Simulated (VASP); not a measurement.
Input of a VASP 6.6.1 run:

INCAR

```
SYSTEM = Zn8O6F
PREC     = Accurate       ! precision mode
ENCUT    = 520            ! plane-wave cutoff, eV
EDIFF    = 1E-6           ! SCF threshold, eV
ISMEAR   = -1             ! smearing method
SIGMA    = 0.05           ! smearing width, eV
LREAL    = Auto         
LASPH    = .TRUE.         ! aspherical terms in the spheres
NELM     = 60             ! most SCF steps
ALGO     = Normal         ! electronic algorithm
ISIF     = 2              ! what is computed and relaxed
LWAVE    = .FALSE.        ! write WAVECAR
LCHARG   = .FALSE.        ! write CHGCAR
GGA      = PE             ! functional
IVDW     = 12             ! dispersion correction
NELECT   = 138.0        
NBANDS   = 82             ! bands
```

The input KPOINTS:

```
Automatic mesh
0
G
  2 3 3
  0 0 0
```

POSCAR

```
Zn8O6F
1.0
   -3.2494000000     -5.6281260000      0.0000000000
    4.8741000000     -2.8140630000      0.0000000000
    0.0000000000      0.0000000000      5.2054000000
Zn O F
8 6 1
Direct
    0.5231906173      0.3459376759      0.0044725313
    0.4991899766      0.6755255485      0.4949780652
    0.2464650963      0.8046969565      0.0071694066
    0.2178495924      0.1894407585      0.4509932965
   -0.0180948288      0.3463085282      0.0740600139
    0.0016295402      0.6368976728      0.4948775138
    0.7556531210      0.8357498646     -0.0026651730
    0.7616852134      0.1684541536      0.4976403486
    0.4970854606      0.3294951282      0.3829719325
    0.5014910738      0.6712502245      0.8778223895
    0.2412030502      0.8431967479      0.3835853338
   -0.0001542386      0.6475222803      0.8769306395
    0.7591233308      0.8310924193      0.3820534158
    0.7654405522      0.1720302058      0.8800671098
    0.2482423228      0.1690684054      0.8711431766
```

Potentials or basis: VASP PAW PBE potentials, release 64 (Zn, O, F).

Command:

```bash
$ cat potpaw_PBE.64/Zn/POTCAR potpaw_PBE.64/O/POTCAR potpaw_PBE.64/F/POTCAR > POTCAR
$ mpirun -np 1 vasp_std > vasp.out
```

(1) What does it give for the largest force?

(2) What does it give for the dispersion energy per atom?

## Answers

(1) 0.052 eV/Å.

(2) -0.222 eV.

Caveat: the k points lie up to 0.48 Å⁻¹ apart; the cell carries a net charge on a neutralising background, which shifts energy and pressure.
